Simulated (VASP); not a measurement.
# ZnSe (P4/nmm) in VASP: single point with PBE+D3(BJ)

Aim: the single point of ZnSe with PBE+D3(BJ).

Program: VASP 6.6.1. These are calculated values, not measurements. Logs are shortened: lines on timing, memory, paths and dates and some standing lists are left out, and cuts for length are marked.

## 1. The cell of the first run

It takes space group P4/nmm (No. 129, tetragonal). Conventional cell: a = 4.108 Å, b = 4.108 Å, c = 6.070 Å, α = 90.00°, β = 90.00°, γ = 90.00°. Zn (site symmetry -4m2) has 4 Se at 2.54 Å and 4 Zn at 2.90 Å within 3.4 Å. Se (site symmetry 4mm) has 4 Zn at 2.54 Å within 3.4 Å.

## 2. Single point, PBE+D3(BJ)

INCAR reads:

```
SYSTEM = ZnSe
ALGO = Normal
EDIFF = 1E-7
ENCUT = 520
GGA = PE
ISIF = 2
ISMEAR = 0
IVDW = 12
LASPH = .True.
LCHARG = .False.
LREAL = .False.
LWAVE = .False.
NBANDS = 26
NELM = 80
PREC = Accurate
SIGMA = 0.05
```

KPOINTS reads:

```
k-points
0
Gamma
  8 8 6
  0 0 0
```

POSCAR reads:

```
ZnSe
1.0
    4.1077020000      0.0000000000      0.0000000000
    0.0000000000      4.1077020000      0.0000000000
    0.0000000000      0.0000000000      6.0703500000
Zn Se
2 2
Direct
    0.0000000000      0.0000000000      0.0000000000
    0.5000000000      0.5000000000      0.0000000000
    0.0000000000      0.5000000000      0.2462800000
    0.5000000000      0.0000000000      0.7537200000
```

Potentials or basis: VASP PAW PBE potentials, release 64 (Zn, Se).

Started as:

```
$ cat potpaw_PBE.64/Zn/POTCAR potpaw_PBE.64/Se/POTCAR > POTCAR
$ mpirun -np 1 vasp_std > vasp.out
```

OUTCAR:

```text
SYSTEM = ZnSe
   EDIFF = 1E-7
   ENCUT = 520
   GGA = PE
   ISIF = 2
   ISMEAR = 0
   IVDW = 12
   LASPH = .True.
   LREAL = .False.
   NELM = 80
   PREC = Accurate
 IVDW          = 12

 ion  position               nearest neighbor table
   1  0.000  0.000  0.000-   3 2.54   4 2.54   3 2.54   4 2.54   2 2.90   2 2.90   2 2.90   2 2.90

   2  0.500  0.500  0.000-   3 2.54   4 2.54   4 2.54   3 2.54   1 2.90   1 2.90   1 2.90   1 2.90

   3  0.000  0.500  0.246-   1 2.54   2 2.54   1 2.54   2 2.54
   4  0.500  0.000  0.754-   1 2.54   2 2.54   2 2.54   1 2.54

  LATTYP: Found a simple tetragonal cell.
 ALAT       =     4.1077020000
 C/A-ratio  =     1.4777970749

  Lattice vectors:

 A1 = (   4.1077020000,   0.0000000000,   0.0000000000)
 A2 = (   0.0000000000,   4.1077020000,   0.0000000000)
 A3 = (   0.0000000000,   0.0000000000,   6.0703500000)

Analysis of symmetry for initial positions (statically):
=====================================================================
 Subroutine PRICEL returns:
 Original cell was already a primitive cell.

 Routine SETGRP: Setting up the symmetry group for a
 simple tetragonal supercell.

 Subroutine GETGRP returns: Found 16 space group operations
 (whereof  8 operations were pure point group operations)
 out of a pool of 16 trial point group operations.

The static configuration has the point symmetry D_2d.
 The point group associated with its full space group is D_4h.

Analysis of symmetry for dynamics (positions and initial velocities):
=====================================================================
 Subroutine PRICEL returns:
 Original cell was already a primitive cell.

 Routine SETGRP: Setting up the symmetry group for a
 simple tetragonal supercell.

 Subroutine GETGRP returns: Found 16 space group operations
 (whereof  8 operations were pure point group operations)
 out of a pool of 16 trial point group operations.

The dynamic configuration has the point symmetry D_2d.
 The point group associated with its full space group is D_4h.

 Subroutine INISYM returns: Found 16 space group operations
 (whereof  8 operations are pure point group operations),
 and found     1 'primitive' translations

----------------------------------------------------------------------------------------

                                     Primitive cell

  volume of cell :     102.4263

  direct lattice vectors                    reciprocal lattice vectors
     4.107702000  0.000000000  0.000000000     0.243445118  0.000000000  0.000000000
     0.000000000  4.107702000  0.000000000     0.000000000  0.243445118  0.000000000
     0.000000000  0.000000000  6.070350000     0.000000000  0.000000000  0.164735147

  length of vectors
     4.107702000  4.107702000  6.070350000     0.243445118  0.243445118  0.164735147

  position of ions in fractional coordinates (direct lattice)
     0.000000000  0.000000000  0.000000000
     0.500000000  0.500000000  0.000000000
     0.000000000  0.500000000  0.246280000
     0.500000000  0.000000000  0.753720000

  ion indices of the primitive-cell ions
   primitive index   ion index
                 1           1
                 2           2
                 3           3
                 4           4

----------------------------------------------------------------------------------------

 KPOINTS: k-points

Automatic generation of k-mesh.
 Grid dimensions read from file:
 generate k-points for:    8    8    6

 Generating k-lattice:

  Cartesian coordinates                     Fractional coordinates (reciprocal lattice)
     0.030430640  0.000000000  0.000000000     0.125000000  0.000000000  0.000000000
     0.000000000  0.030430640  0.000000000     0.000000000  0.125000000  0.000000000
     0.000000000  0.000000000  0.027455858     0.000000000  0.000000000  0.166666667

  Length of vectors
     0.030430640  0.030430640  0.027455858

  Shift w.r.t. Gamma in fractional coordinates (k-lattice)
     0.000000000  0.000000000  0.000000000

 Subroutine IBZKPT returns following result:
 ===========================================

 Found     60 irreducible k-points:

 Following reciprocal coordinates:
            Coordinates               Weight
  0.000000  0.000000  0.000000      1.000000
  0.125000  0.000000  0.000000      4.000000
  0.250000  0.000000  0.000000      4.000000
  0.375000  0.000000  0.000000      4.000000
  0.500000  0.000000  0.000000      2.000000
  0.125000  0.125000  0.000000      4.000000
[... 16 lines left out ...]
  0.375000  0.125000  0.166667     16.000000
  0.500000  0.125000  0.166667      8.000000
 [... further k-points ...]
   k-points           NKPTS =     60   k-points in BZ     NKDIM =     60   number of bands    NBANDS=     26
   number of dos      NEDOS =    301   number of ions     NIONS =      4
   total plane-waves  NPLWV =  49152
   dimension x,y,z NGX =    32 NGY =   32 NGZ =   48
   dimension x,y,z NGXF=    64 NGYF=   64 NGZF=   96
   ions per type =               2   2
   NGX,Y,Z   is equivalent  to a cutoff of  12.95, 12.95, 13.15 a.u.
   NGXF,Y,Z  is equivalent  to a cutoff of  25.90, 25.90, 26.29 a.u.
 SYSTEM =  ZnSe
   PREC   = accura    normal or accurate (medium, high low for compatibility)
   ISTART =      0    job   : 0-new  1-cont  2-samecut
   ICHARG =      2    charge: 1-file 2-atom 10-const
   ISPIN  =      1    spin polarized calculation?
   LNONCOLLINEAR =      F non collinear calculations
   LSORBIT =      F    spin-orbit coupling
   LASPH  =      T    aspherical Exc in radial PAW
   ENCUT  =  520.0 eV  38.22 Ry    6.18 a.u.   7.64  7.64 11.29*2*pi/ulx,y,z
   NELM   =     80;   NELMIN=  2; NELMDL= -5     # of ELM steps
   EDIFF  = 0.1E-06   stopping-criterion for ELM
   LREAL  =      F    real-space projection
   EDIFFG = 0.1E-05   stopping-criterion for IOM
   NSW    =      0    number of steps for IOM
   IBRION =     -1    ionic relax: 0-MD 1-quasi-New 2-CG
   NFREE  =      0    steps in history (QN), initial steepest desc. (CG)
   ISIF   =      2    stress and relaxation
   ISYM   =      2    0-nonsym 1-usesym 2-fastsym
   POTIM  = 0.5000    time-step for ionic-motion
   TEBEG  =    0.0;   TEEND  =   0.0 temperature during run
   PSTRESS=    0.0 pullay stress
   NELECT =      36.0000    total number of electrons
   NUPDOWN=      -1.0000    fix difference up-down
   EMIN   =  10.00;   EMAX   =-10.00  energy-range for DOS
   EFERMI =   0.00;   METHOD = LEGACY
   ISMEAR =     0;   SIGMA  =   0.05  broadening in eV -4-tet -1-fermi 0-gaus
   EFERMI_NEDOS =   21; number of points for ismear=-14 and -15
   IALGO  =     38    algorithm
   IMIX   =      4    mixing-type and parameters
     AMIX     =   0.40;   BMIX     =  1.00
     AMIX_MAG =   1.60;   BMIX_MAG =  1.00
  volume/ion in A,a.u.               =      25.61       172.80
  Fermi-wavevector in a.u.,A,eV,Ry     =   1.155328  2.183253 18.160809  1.334782
  Thomas-Fermi vector in A             =   2.291957
   LORBIT       =      0    0 simple, 1 ext, 2 COOP (PROOUT), +10 PAW based schemes
   GGA     = PE    functional components
   LHFCALC =     F    Hartree Fock is set to
   AEXX    =    0.0000 exact exchange contribution
   IVDW    =    12    specifies the selected vdW correction
   LEPSILON=     F    determine dielectric tensor
   LRPA    =     F    only Hartree local field effects (RPA)
 non-spin polarized calculation
 Gauss-broadening in eV      SIGMA  =   0.05
  energy-cutoff  :      520.00
  volume of cell :      102.43
 maximum number of plane-waves:      2776
 NGX is ok and might be reduce to    32
   NGX = 15   NGY = 15   NGZ = 23

 number of electron      35.9999984 magnetization

 Free energy of the ion-electron system (eV)
  ---------------------------------------------------
  ext. energy  EPLUGINS =         0.00000000
  ---------------------------------------------------
  free energy    TOTEN  =       -11.42930283 eV

  energy without entropy =      -11.42930283  energy(sigma->0) =      -11.42930283

 E-fermi :   0.9004     XC(G=0):  -8.6606

 val. band max:        0.6325931872   @ k =   0.0000   0.0000   0.0000
 cond. band min:       2.5782570697   @ k =   0.0000   0.0000   0.0000
 fundamental gap:      1.9456638825
 Fermi energy:         0.9004342351

 k-point     1 :       0.0000    0.0000    0.0000
  band No.  band energies     occupation
      1     -12.2433      2.00000
      2     -11.3255      2.00000
      3      -6.0653      2.00000
      4      -6.0576      2.00000
      5      -5.9806      2.00000
      6      -5.9806      2.00000
[... 18 lines left out ...]
     25      10.5750      0.00000
     26      11.1690      0.00000

 k-point     2 :       0.1250    0.0000    0.0000
  band No.  band energies     occupation
      1     -12.1806      2.00000
      2     -11.3236      2.00000
      3      -6.0558      2.00000
      4      -6.0283      2.00000
      5      -5.9630      2.00000
      6      -5.9529      2.00000
[... 18 lines left out ...]
     25       9.6629      0.00000
     26       9.8354      0.00000

 k-point     3 :       0.2500    0.0000    0.0000
  band No.  band energies     occupation
      1     -12.0088      2.00000
      2     -11.3350      2.00000
      3      -6.0178      2.00000
      4      -5.9498      2.00000
      5      -5.9013      2.00000
      6      -5.8823      2.00000
[... 18 lines left out ...]
     25       8.5742      0.00000
     26       8.6956      0.00000

 k-point     4 :       0.3750    0.0000    0.0000
  band No.  band energies     occupation
      1     -11.7761      2.00000
      2     -11.4008      2.00000
      3      -5.9447      2.00000
      4      -5.8213      2.00000
      5      -5.8085      2.00000
      6      -5.8021      2.00000
[... 18 lines left out ...]
     25       8.1411      0.00000
     26       8.5629      0.00000

 k-point     5 :       0.5000    0.0000    0.0000
  band No.  band energies     occupation
      1     -11.5528      2.00000
      2     -11.5528      2.00000
      3      -5.8449      2.00000
      4      -5.8449      2.00000
      5      -5.7511      2.00000
      6      -5.7511      2.00000
[... 18 lines left out ...]
     25       8.0689      0.00000
     26       8.0689      0.00000

 k-point     6 :       0.1250    0.1250    0.0000
  band No.  band energies     occupation
      1     -12.1195      2.00000
      2     -11.3193      2.00000
      3      -6.0856      2.00000
      4      -5.9640      2.00000
      5      -5.9455      2.00000
      6      -5.9259      2.00000
[... 427 lines left out ...]
 k-point    21 :       0.1250    0.1250    0.1667
  band No.  band energies     occupation
      1     -12.0956      2.00000
      2     -11.3499      2.00000
      3      -6.0859      2.00000
      4      -5.9615      2.00000
      5      -5.9468      2.00000
      6      -5.9273      2.00000
[... 18 lines left out ...]
     25       8.1083      0.00000
     26       9.9846      0.00000

 k-point    22 :       0.2500    0.1250    0.1667
  band No.  band energies     occupation
      1     -11.9329      2.00000
      2     -11.3466      2.00000
      3      -6.0821      2.00000
      4      -5.8995      2.00000
      5      -5.8691      2.00000
      6      -5.8688      2.00000
[... 18 lines left out ...]
     25       7.5970      0.00000
     26       9.6281      0.00000

 k-point    23 :       0.3750    0.1250    0.1667
  band No.  band energies     occupation
      1     -11.7162      2.00000
      2     -11.3897      2.00000
      3      -6.0196      2.00000
      4      -5.8238      2.00000
      5      -5.8088      2.00000
      6      -5.7729      2.00000
[... 18 lines left out ...]
     25       8.8525      0.00000
     26       9.2668      0.00000

 k-point    24 :       0.5000    0.1250    0.1667
  band No.  band energies     occupation
      1     -11.5158      2.00000
      2     -11.5158      2.00000
      3      -5.9012      2.00000
      4      -5.9012      2.00000
      5      -5.7297      2.00000
      6      -5.7297      2.00000
[... 18 lines left out ...]
     25       9.1557      0.00000
     26       9.1557      0.00000

 [... further k-points ...]

------------------------ aborting loop because EDIFF is reached ----------------------------------------

 Edisp (eV)   -1.12041

 E8    (eV) :    -0.4636

  FORCE on cell =-STRESS in cart. coord.  units (eV):
  Direction    XX          YY          ZZ          XY          YZ          ZX
  --------------------------------------------------------------------------------------
  -------------------------------------------------------------------------------------
  Total      -1.25502    -1.25502    -1.11983     0.00000     0.00000     0.00000
  in kB     -19.63137   -19.63137   -17.51665     0.00000     0.00000     0.00000
  external pressure =      -18.93 kB  Pullay stress =        0.00 kB

 VOLUME and BASIS-vectors are now :
 -----------------------------------------------------------------------------
  energy-cutoff  :      520.00
  volume of cell :      102.43
      direct lattice vectors                 reciprocal lattice vectors
     4.107702000  0.000000000  0.000000000     0.243445118  0.000000000  0.000000000
     0.000000000  4.107702000  0.000000000     0.000000000  0.243445118  0.000000000
     0.000000000  0.000000000  6.070350000     0.000000000  0.000000000  0.164735147

 POSITION                                       TOTAL-FORCE (eV/Angst)
 -----------------------------------------------------------------------------------
      0.00000      0.00000      0.00000        -0.000000     -0.000000      0.000000
      2.05385      2.05385      0.00000         0.000000      0.000000      0.000000
      0.00000      2.05385      1.49501        -0.000000     -0.000000     -0.041111
      2.05385      0.00000      4.57534         0.000000      0.000000      0.041111
 -----------------------------------------------------------------------------------
    total drift:                                0.000000     -0.000000     -0.000000

  FREE ENERGIE OF THE ION-ELECTRON SYSTEM (eV)
  ---------------------------------------------------
  free  energy   TOTEN  =       -12.5497096895 eV

  energy  without entropy=      -12.5497096895  energy(sigma->0) =      -12.54970969
```

Wall time 3 min (1 thread of AMD EPYC 7R13 (Zen 3), shared host); peak memory 0.27 GiB.

What came out:

- Free energy: -12.5497 eV
- Pressure: -1.9 GPa
- Largest force: 0.041 eV/Å
- Band gap on the k mesh: 1.95 eV, direct
- Dispersion energy per atom: -0.280 eV

Forces on the atoms (eV/Å):
```
Zn   0.000  0.000  0.000
Zn   0.000  0.000  0.000
Se   0.000  0.000 -0.041
Se   0.000  0.000  0.041
```

Levels at points of the mesh, in eV from the valence-band top:
| k point | band 14 | band 15 | band 16 | band 17 | band 18 | band 19 | band 20 | band 21 | band 22 | band 23 |
| --- | --- | --- | --- | --- | --- | --- | --- | --- | --- | --- |
| (0.00, 0.00, 0.00) | -2.12 | -2.12 | -0.01 | 0.00 | 0.00 | 1.95 | 1.96 | 3.06 | 5.78 | 5.88 |
| (0.50, 0.00, 0.00) | -4.42 | -1.50 | -1.50 | -0.76 | -0.76 | 3.48 | 3.48 | 5.94 | 5.94 | 6.59 |
| (0.50, 0.50, 0.00) | -4.19 | -2.16 | -2.16 | -2.01 | -2.01 | 3.46 | 3.46 | 3.60 | 3.60 | 10.42 |
| (0.00, 0.00, 0.50) | -1.98 | -1.98 | -1.12 | -0.27 | -0.27 | 2.04 | 3.40 | 3.68 | 5.26 | 6.46 |
| (0.50, 0.00, 0.50) | -4.74 | -0.75 | -0.75 | -0.74 | -0.74 | 2.66 | 2.66 | 5.85 | 5.85 | 6.19 |
| (0.50, 0.50, 0.50) | -4.07 | -2.42 | -2.42 | -2.35 | -2.35 | 4.64 | 4.64 | 4.84 | 4.84 | 8.16 |

A k mesh can miss the band edges.
